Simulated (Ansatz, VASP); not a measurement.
# Sc3B2P in VASP and in Ansatz

```
CELL_PARAMETERS angstrom
6.38005 0.00000 0.00000
-3.19003 5.52529 0.00000
0.00000 0.00000 3.03309
ATOMIC_POSITIONS crystal
Sc 0.50000 0.00000 0.50000
Sc 0.50000 0.50000 0.50000
Sc 0.00000 0.50000 0.50000
B 0.66667 0.33333 0.00000
B 0.33333 0.66667 0.00000
P 0.00000 0.00000 0.00000
```

Change from the starting cell: species swapped into the PrAl3Ni2 type (P6/mmm, No. 191).

Alike in both runs: functional PBE; k mesh 6 × 6 × 12; occupations gaussian, width 0.1 eV; no spin polarisation.

Ansatz relaxed the structure, and its values are those at the end. VASP's run is a single point on that final structure, the one shown.

|  | VASP | Ansatz |
| --- | --- | --- |
| version | VASP 6.6.1 | Ansatz 0.2.0 |
| potentials or method | VASP PAW PBE potentials, release 64 (Sc_sv, B, P), cutoff 520 eV | scalar-relativistic, plane waves, PAW |
| valence electrons in the cell | 44 | 44 |

|  | VASP | Ansatz | Ansatz less VASP |
| --- | --- | --- | --- |
| gap on the k mesh at the Fermi level (eV) | none | none | - |
| pressure (GPa) | 0.2 | 0.0 | -0.19 |

A gap of «none» marks a metal or a gap that the smearing closes. The functional is the same, so the differences come from potentials, cutoffs and numerics.
